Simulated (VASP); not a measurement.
# Ge (I4_1/amd) in VASP: further runs

Ge is run at these levels: LDA; tasks: single point.

All numbers are computed with VASP 6.6.1; they aren't measurements. Logs are shortened: lines on timing, memory, paths and dates and some standing lists are left out, and cuts for length are marked.

## (1) The cell of the first run

Symmetry: I4_1/amd, No. 141, tetragonal system. The conventional cell has a = 5.149 Å, b = 5.149 Å, c = 2.795 Å, α = 90.00°, β = 90.00°, γ = 90.00°. Within 3.5 Å of Ge (site symmetry -4m2) lie 10 Ge at 2.67 to 3.32 Å.

## (2) Single point, LDA

Contents of INCAR:

```
PREC = Accurate
ENCUT = 520
EDIFF = 1E-6
ISMEAR = 1
SIGMA = 0.3
LREAL = F
LASPH = T
NELM = 80
ALGO = Normal
ISIF = 2
LWAVE = F
LCHARG = F
GGA = CA
NBANDS = 21
```

Contents of KPOINTS:

```
Automatic mesh
0
Gamma
  12 12 12
```

Contents of POSCAR:

```
Ge
1.0
   -2.5744897200      2.5744897200      1.3974126400
    2.5744897200     -2.5744897200      1.3974126400
    2.5744897200      2.5744897200     -1.3974126400
Ge
2
Direct
    0.2500000000      0.7500000000      0.5000000000
    0.5000000000      0.5000000000      0.0000000000
```

Potentials or basis: VASP PAW LDA potentials, release 64 (Ge_d).

Started as:

```console
> cat potpaw_LDA.64/Ge_d/POTCAR > POTCAR
> mpirun -np 1 vasp_std > vasp.out
```

OUTCAR:

```text
PREC = Accurate
   ENCUT = 520
   EDIFF = 1E-6
   ISMEAR = 1
   LREAL = F
   LASPH = T
   NELM = 80
   ISIF = 2
   GGA = CA

 ion  position               nearest neighbor table
   1  0.250  0.750  0.500-   2 2.67   2 2.67   2 2.67   2 2.67
   2  0.500  0.500  0.000-   1 2.67   1 2.67   1 2.67   1 2.67

  LATTYP: Found a body centered tetragonal cell.
 ALAT       =     5.1489794400
 C/A-ratio  =     0.5427920839

  Lattice vectors:

 A1 = (  -2.5744897200,   2.5744897200,   1.3974126400)
 A2 = (   2.5744897200,  -2.5744897200,   1.3974126400)
 A3 = (   2.5744897200,   2.5744897200,  -1.3974126400)

Analysis of symmetry for initial positions (statically):
=====================================================================
 Subroutine PRICEL returns:
 Original cell was already a primitive cell.

 Routine SETGRP: Setting up the symmetry group for a
 body centered tetragonal supercell.

 Subroutine GETGRP returns: Found 16 space group operations
 (whereof  8 operations were pure point group operations)
 out of a pool of 16 trial point group operations.

The static configuration has the point symmetry D_2d.
 The point group associated with its full space group is D_4h.

Analysis of symmetry for dynamics (positions and initial velocities):
=====================================================================
 Subroutine PRICEL returns:
 Original cell was already a primitive cell.

 Routine SETGRP: Setting up the symmetry group for a
 body centered tetragonal supercell.

 Subroutine GETGRP returns: Found 16 space group operations
 (whereof  8 operations were pure point group operations)
 out of a pool of 16 trial point group operations.

The dynamic configuration has the point symmetry D_2d.
 The point group associated with its full space group is D_4h.

 Subroutine INISYM returns: Found 16 space group operations
 (whereof  8 operations are pure point group operations),
 and found     1 'primitive' translations

----------------------------------------------------------------------------------------

                                     Primitive cell

  volume of cell :      37.0482

  direct lattice vectors                    reciprocal lattice vectors
    -2.574489720  2.574489720  1.397412640     0.000000000  0.194213244  0.357804120
     2.574489720 -2.574489720  1.397412640     0.194213244  0.000000000  0.357804120
     2.574489720  2.574489720 -1.397412640     0.194213244  0.194213244  0.000000000
[... 76 lines left out ...]
   ISTART =      0    job   : 0-new  1-cont  2-samecut
   ICHARG =      2    charge: 1-file 2-atom 10-const
   ISPIN  =      1    spin polarized calculation?
   LNONCOLLINEAR =      F non collinear calculations
   LSORBIT =      F    spin-orbit coupling
   LASPH  =      T    aspherical Exc in radial PAW
   ENCUT  =  520.0 eV  38.22 Ry    6.18 a.u.   7.25  7.25  7.25*2*pi/ulx,y,z
   NELM   =     80;   NELMIN=  2; NELMDL= -5     # of ELM steps
   EDIFF  = 0.1E-05   stopping-criterion for ELM
   LREAL  =      F    real-space projection
   EDIFFG = 0.1E-04   stopping-criterion for IOM
   NSW    =      0    number of steps for IOM
   IBRION =     -1    ionic relax: 0-MD 1-quasi-New 2-CG
   NFREE  =      0    steps in history (QN), initial steepest desc. (CG)
   ISIF   =      2    stress and relaxation
   ISYM   =      2    0-nonsym 1-usesym 2-fastsym
   POTIM  = 0.5000    time-step for ionic-motion
   TEBEG  =    0.0;   TEEND  =   0.0 temperature during run
   PSTRESS=    0.0 pullay stress
   NELECT =      28.0000    total number of electrons
   NUPDOWN=      -1.0000    fix difference up-down
   EMIN   =  10.00;   EMAX   =-10.00  energy-range for DOS
   EFERMI =   0.00;   METHOD = LEGACY
   ISMEAR =     1;   SIGMA  =   0.30  broadening in eV -4-tet -1-fermi 0-gaus
   EFERMI_NEDOS =   21; number of points for ismear=-14 and -15
   IALGO  =     38    algorithm
   IMIX   =      4    mixing-type and parameters
     AMIX     =   0.40;   BMIX     =  1.00
     AMIX_MAG =   1.60;   BMIX_MAG =  1.00
  volume/ion in A,a.u.               =      18.52       125.01
  Fermi-wavevector in a.u.,A,eV,Ry     =   1.491209  2.817976 30.255333  2.223704
  Thomas-Fermi vector in A             =   2.603893
   LORBIT       =      0    0 simple, 1 ext, 2 COOP (PROOUT), +10 PAW based schemes
   GGA     = CA    functional components
   LHFCALC =     F    Hartree Fock is set to
   AEXX    =    0.0000 exact exchange contribution
   IVDW    =     0    specifies the selected vdW correction
   LEPSILON=     F    determine dielectric tensor
   LRPA    =     F    only Hartree local field effects (RPA)
 non-spin polarized calculation
 Methfessel and Paxton  Order N= 1 SIGMA  =   0.30
  energy-cutoff  :      520.00
  volume of cell :       37.05
 maximum number of plane-waves:      1029
 NGX is ok and might be reduce to    30
   NGX = 15   NGY = 15   NGZ = 15

 number of electron      28.0000028 magnetization

 Free energy of the ion-electron system (eV)
  ---------------------------------------------------
  ext. energy  EPLUGINS =         0.00000000
  ---------------------------------------------------
  free energy    TOTEN  =       -10.02101024 eV

  energy without entropy =      -10.02225330  energy(sigma->0) =      -10.02142459

 E-fermi :   6.5161     XC(G=0): -11.6058

 val. band max:        6.5114636779   @ k =  -0.4167   0.1667   0.0000
 cond. band min:       6.5442239309   @ k =  -0.1667  -0.1667   0.1667
 fundamental gap:      0.0327602530
 Fermi energy:         6.5160602383

 k-point     1 :       0.0000    0.0000    0.0000
  band No.  band energies     occupation
      1     -18.3140      2.00000
      2     -18.2703      2.00000
      3     -18.2379      2.00000
      4     -18.2378      2.00000
      5     -18.1321      2.00000
      6     -18.1321      2.00000
[... 565 lines left out ...]
     20      16.7847      0.00000
     21      17.4749      0.00000

 [... further k-points ...]
[... 5 lines left out ...]
  --------------------------------------------------------------------------------------
  -------------------------------------------------------------------------------------
  Total       -0.7100568     -0.7100568     -0.4164699      0.0000000     -0.0000000      0.0000000
  in kB      -30.7069486    -30.7069486    -18.0105608      0.0000000     -0.0000000      0.0000000
  external PRESSURE =     -26.4748194 kB  Pullay stress =       0.0000000 kB

 VOLUME and BASIS-vectors are now :
 -----------------------------------------------------------------------------
  energy-cutoff  :      520.00
  volume of cell :       37.05
      direct lattice vectors                 reciprocal lattice vectors
    -2.574489720  2.574489720  1.397412640     0.000000000  0.194213244  0.357804120
     2.574489720 -2.574489720  1.397412640     0.194213244  0.000000000  0.357804120
     2.574489720  2.574489720 -1.397412640     0.194213244  0.194213244  0.000000000

 POSITION                                       TOTAL-FORCE (eV/Angst)
 -----------------------------------------------------------------------------------
      2.57449      0.00000      0.69871        -0.000000      0.000000     -0.000000
      0.00000      0.00000      1.39741         0.000000     -0.000000      0.000000
 -----------------------------------------------------------------------------------
    total drift:                                0.000000     -0.000000      0.000000

  FREE ENERGIE OF THE ION-ELECTRON SYSTEM (eV)
  ---------------------------------------------------
  free  energy   TOTEN  =       -10.0210102386 eV

  energy  without entropy=      -10.0222533027  energy(sigma->0) =      -10.02142459
```

stdout:

```text
POSCAR found type information on POSCAR Ge
 POSCAR found :  1 types and       2 ions
 scaLAPACK will be used
 LDA part: xc-table for (Slater(with rela. corr.)+CA(PZ))
 , standard interpolation
 POSCAR, INCAR and KPOINTS ok, starting setup
 FFT: planning ... GRIDC
 FFT: planning ... GRID_SOFT
 FFT: planning ... GRID
 WAVECAR not read
 entering main loop
```

Wall time 63 s (1 thread of Intel Xeon Platinum 8488C (Sapphire Rapids), shared host); peak memory 0.22 GiB.

What came out:

```yaml
Free_energy: -10.0210 eV
Pressure: -2.6 GPa
Band_gap_on_the_k_mesh: zero (band 14 reaches 8.09 eV, above the bottom of band 15 at 3.04 eV)
```

Stress tensor (GPa, compression positive):
```
-3.07  0.00  0.00
 0.00 -3.07  0.00
 0.00  0.00 -1.80
```

Levels at points of the mesh, in eV from the Fermi level:
| k point | band 10 | band 11 | band 12 | band 13 | band 14 | band 15 | band 16 | band 17 | band 18 | band 19 |
| --- | --- | --- | --- | --- | --- | --- | --- | --- | --- | --- |
| (0.00, 0.00, 0.00) | -24.51 | -13.30 | -4.15 | -2.32 | -2.32 | 3.37 | 7.52 | 7.52 | 8.07 | 8.26 |
| (0.50, 0.00, 0.00) | -24.56 | -8.08 | -6.38 | -2.67 | -2.00 | -1.33 | 2.54 | 3.53 | 5.48 | 8.84 |
| (0.50, 0.50, 0.00) | -24.60 | -10.57 | -10.57 | 0.62 | 0.62 | 1.90 | 1.90 | 7.47 | 7.47 | 11.50 |
| (0.50, 0.50, 0.50) | -24.64 | -8.91 | -8.91 | -5.87 | -5.87 | 6.14 | 6.14 | 10.88 | 10.88 | 15.43 |

## (3) Single point, LDA

Contents of INCAR:

```
SYSTEM = Ge
PREC     = Accurate       ! precision mode
ENCUT    = 520            ! plane-wave cutoff, eV
EDIFF    = 1E-7           ! SCF threshold, eV
ISMEAR   = 1              ! smearing method
SIGMA    = 0.2            ! smearing width, eV
LREAL    = .FALSE.        ! projectors in reciprocal space
LASPH    = .TRUE.         ! aspherical terms in the spheres
NELM     = 60             ! most SCF steps
ALGO     = Normal         ! electronic algorithm
ISIF     = 2              ! what is computed and relaxed
LWAVE    = .FALSE.        ! write WAVECAR
LCHARG   = .FALSE.        ! write CHGCAR
NBANDS   = 21             ! bands
```

Contents of KPOINTS:

```
regular mesh
0
G
  12 12 12
  0 0 0
```

POSCAR is that of step 2.

Potentials or basis: VASP PAW LDA potentials, release 64 (Ge_d).

Started as:

```console
> cat potpaw_LDA.64/Ge_d/POTCAR > POTCAR
> mpirun -np 1 vasp_std > vasp.out
```

Run time: 66 s. Hardware: 1 thread of Intel Xeon Platinum 8488C (Sapphire Rapids), shared host; peak memory 0.22 GiB.

It converged, with:

```yaml
Free_energy: -10.0212 eV
Pressure: -2.7 GPa
Band_gap_on_the_k_mesh: zero (band 14 reaches 8.09 eV, above the bottom of band 15 at 3.04 eV)
```

Stress tensor (GPa, compression positive):
```
-3.04  0.00  0.00
 0.00 -3.04  0.00
 0.00  0.00 -1.89
```

Levels at points of the mesh, in eV from the Fermi level:
```tsv
k point	band 10	band 11	band 12	band 13	band 14	band 15	band 16	band 17	band 18	band 19
(0.00, 0.00, 0.00)	-24.51	-13.29	-4.15	-2.32	-2.32	3.38	7.53	7.53	8.08	8.26
(0.50, 0.00, 0.00)	-24.55	-8.07	-6.38	-2.67	-1.99	-1.33	2.55	3.53	5.49	8.84
(0.50, 0.50, 0.00)	-24.59	-10.56	-10.56	0.63	0.63	1.90	1.90	7.47	7.47	11.50
(0.50, 0.50, 0.50)	-24.63	-8.90	-8.90	-5.86	-5.86	6.15	6.15	10.88	10.88	15.44
```

## (4) Single point, LDA

Contents of INCAR:

```
SYSTEM = Ge
ALGO = Normal ; EDIFF = 1E-7
ENCUT = 520 ; ISIF = 2
ISMEAR = 1 ; LASPH = .True.
LCHARG = .False. ; LREAL = .False.
LWAVE = .False. ; NBANDS = 21
NELM = 100 ; PREC = Accurate
SIGMA = 0.1
```

Contents of KPOINTS:

```
k-points
0
Gamma
  12 12 12
  0 0 0
```

POSCAR is that of step 3.

Potentials or basis: VASP PAW LDA potentials, release 64 (Ge_d).

Started as:

```console
> cat potpaw_LDA.64/Ge_d/POTCAR > POTCAR
> mpirun -np 1 vasp_std > vasp.out
```

OUTCAR:

```text
SYSTEM = Ge
   EDIFF = 1E-7
   ENCUT = 520
   ISIF = 2
   ISMEAR = 1
   LASPH = .True.
   LREAL = .False.
   NELM = 100
   PREC = Accurate

 ion  position               nearest neighbor table
   1  0.250  0.750  0.500-   2 2.67   2 2.67   2 2.67   2 2.67
   2  0.500  0.500  0.000-   1 2.67   1 2.67   1 2.67   1 2.67

  LATTYP: Found a body centered tetragonal cell.
 ALAT       =     5.1489794400
 C/A-ratio  =     0.5427920839

  Lattice vectors:

 A1 = (  -2.5744897200,   2.5744897200,   1.3974126400)
 A2 = (   2.5744897200,  -2.5744897200,   1.3974126400)
 A3 = (   2.5744897200,   2.5744897200,  -1.3974126400)
[... 191 lines left out ...]
      5     -18.1320      2.00000
      6     -18.1320      2.00000
[... 565 lines left out ...]
     20      16.7848      0.00000
     21      17.4749      0.00000

 [... further k-points ...]
[... 5 lines left out ...]
  --------------------------------------------------------------------------------------
  -------------------------------------------------------------------------------------
  Total       -0.6983238     -0.6983238     -0.4533768      0.0000000      0.0000000      0.0000000
  in kB      -30.1995499    -30.1995499    -19.6066268      0.0000000      0.0000000      0.0000000
  external PRESSURE =     -26.6685755 kB  Pullay stress =       0.0000000 kB

 VOLUME and BASIS-vectors are now :
 -----------------------------------------------------------------------------
  energy-cutoff  :      520.00
  volume of cell :       37.05
      direct lattice vectors                 reciprocal lattice vectors
    -2.574489720  2.574489720  1.397412640     0.000000000  0.194213244  0.357804120
     2.574489720 -2.574489720  1.397412640     0.194213244  0.000000000  0.357804120
     2.574489720  2.574489720 -1.397412640     0.194213244  0.194213244  0.000000000

 POSITION                                       TOTAL-FORCE (eV/Angst)
 -----------------------------------------------------------------------------------
      2.57449      0.00000      0.69871         0.000000     -0.000000     -0.000000
      0.00000      0.00000      1.39741        -0.000000      0.000000      0.000000
 -----------------------------------------------------------------------------------
    total drift:                                0.000000     -0.000000      0.000000

  FREE ENERGIE OF THE ION-ELECTRON SYSTEM (eV)
  ---------------------------------------------------
  free  energy   TOTEN  =       -10.0209105426 eV

  energy  without entropy=      -10.0203673365  energy(sigma->0) =      -10.02072947
```

OSZICAR:

```text
N       E                     dE             d eps       ncg     rms          rms(c)
DAV:   1     0.176314982012E+03    0.17631E+03   -0.14245E+04  7832   0.379E+03
DAV:   2     0.139251794003E+02   -0.16239E+03   -0.15756E+03  6911   0.594E+02
DAV:   3    -0.938346784183E+01   -0.23309E+02   -0.23102E+02  7809   0.133E+02
DAV:   4    -0.100519533433E+02   -0.66849E+00   -0.66801E+00  7604   0.261E+01
DAV:   5    -0.100618357238E+02   -0.98824E-02   -0.98822E-02  7787   0.345E+00    0.219E+00
DAV:   6    -0.100336804539E+02    0.28155E-01   -0.22105E-02  9287   0.240E+00    0.121E+00
DAV:   7    -0.100212914114E+02    0.12389E-01   -0.13744E-02  9298   0.160E+00    0.113E-01
DAV:   8    -0.100209113274E+02    0.38008E-03   -0.19027E-03  8431   0.776E-01    0.428E-02
DAV:   9    -0.100209108386E+02    0.48887E-06   -0.43107E-05  8158   0.814E-02    0.109E-02
DAV:  10    -0.100209105545E+02    0.28412E-06   -0.37213E-06  9296   0.287E-02    0.236E-03
DAV:  11    -0.100209105426E+02    0.11903E-07   -0.11402E-07  5519   0.498E-03
   1 F= -.10020911E+02 E0= -.10020729E+02  d E =-.543206E-03
```

Run time: 66 s. Hardware: 1 thread of Intel Xeon Platinum 8488C (Sapphire Rapids), shared host; peak memory 0.22 GiB.

What came out:

```
Free energy            : -10.0209 eV
Pressure               : -2.7 GPa
Band gap on the k mesh : zero (band 14 reaches 8.09 eV, above the bottom of band 15 at 3.04 eV)
```

Levels at points of the mesh, in eV from the Fermi level:
| k point | band 12 | band 13 | band 14 | band 15 | band 16 | band 17 |
| --- | --- | --- | --- | --- | --- | --- |
| (0.00, 0.00, 0.00) | -4.15 | -2.32 | -2.32 | 3.38 | 7.52 | 7.52 |
| (0.50, 0.00, 0.00) | -6.38 | -2.67 | -2.00 | -1.33 | 2.55 | 3.53 |
| (0.50, 0.50, 0.00) | -10.56 | 0.62 | 0.62 | 1.90 | 1.90 | 7.47 |
| (0.50, 0.50, 0.50) | -8.91 | -5.87 | -5.87 | 6.14 | 6.14 | 10.88 |

## (5) Single point, LDA

Contents of INCAR:

```
PREC     = Accurate       # precision mode
ENCUT    = 520            # plane-wave cutoff, eV
EDIFF    = 1E-6           # SCF threshold, eV
ISMEAR   = 1              # smearing method
SIGMA    = 0.05           # smearing width, eV
LREAL    = F              # projectors in reciprocal space
LASPH    = T              # aspherical terms in the spheres
NELM     = 80             # most SCF steps
ALGO     = Normal         # electronic algorithm
ISIF     = 2              # what is computed and relaxed
LWAVE    = F              # write WAVECAR
LCHARG   = F              # write CHGCAR
NBANDS   = 21             # bands
```

Contents of KPOINTS:

```
regular mesh
0
Gamma
  12 12 12
```

POSCAR is that of step 4.

Started as:

```console
> cat potpaw_LDA.64/Ge_d/POTCAR > POTCAR
> mpirun -np 1 vasp_std > vasp.out
```

It took 61 s on 1 thread of Intel Xeon Platinum 8488C (Sapphire Rapids), shared host; peak memory 0.22 GiB.

The run converged. Its results:

| Property | Result |
| --- | --- |
| Free energy | -10.0207 eV |
| Pressure | -2.7 GPa |
| Band gap on the k mesh | zero (band 14 reaches 8.09 eV, above the bottom of band 15 at 3.05 eV) |

Stress tensor (GPa, compression positive):
```
-3.07  0.00  0.00
 0.00 -3.07  0.00
 0.00  0.00 -1.84
```

Levels at points of the mesh, in eV from the Fermi level:
```csv
k point,band 11,band 12,band 13,band 14,band 15,band 16,band 17,band 18
"(0.00, 0.00, 0.00)",-13.30,-4.15,-2.32,-2.32,3.37,7.52,7.52,8.07
"(0.50, 0.00, 0.00)",-8.08,-6.38,-2.67,-2.00,-1.33,2.54,3.53,5.48
"(0.50, 0.50, 0.00)",-10.57,-10.57,0.62,0.62,1.90,1.90,7.47,7.47
"(0.50, 0.50, 0.50)",-8.91,-8.91,-5.87,-5.87,6.14,6.14,10.88,10.88
```

## (6) Summary

```csv
smearing,gap on the mesh (eV),pressure (GPa)
methfessel-paxton 0.3 eV,none,-2.6
methfessel-paxton 0.2 eV,none,-2.7
methfessel-paxton 0.1 eV,none,-2.7
methfessel-paxton 0.05 eV,none,-2.7
```

Alike in all rows: task single point; level LDA; potentials or basis VASP PAW LDA potentials, release 64 (Ge_d); no spin polarisation; cell as given; k mesh 12 × 12 × 12; cutoff (eV) 520.

Every run on the cell as given and a fine mesh finds a metal.

Absolute energies hang on the potentials; compare differences alone.
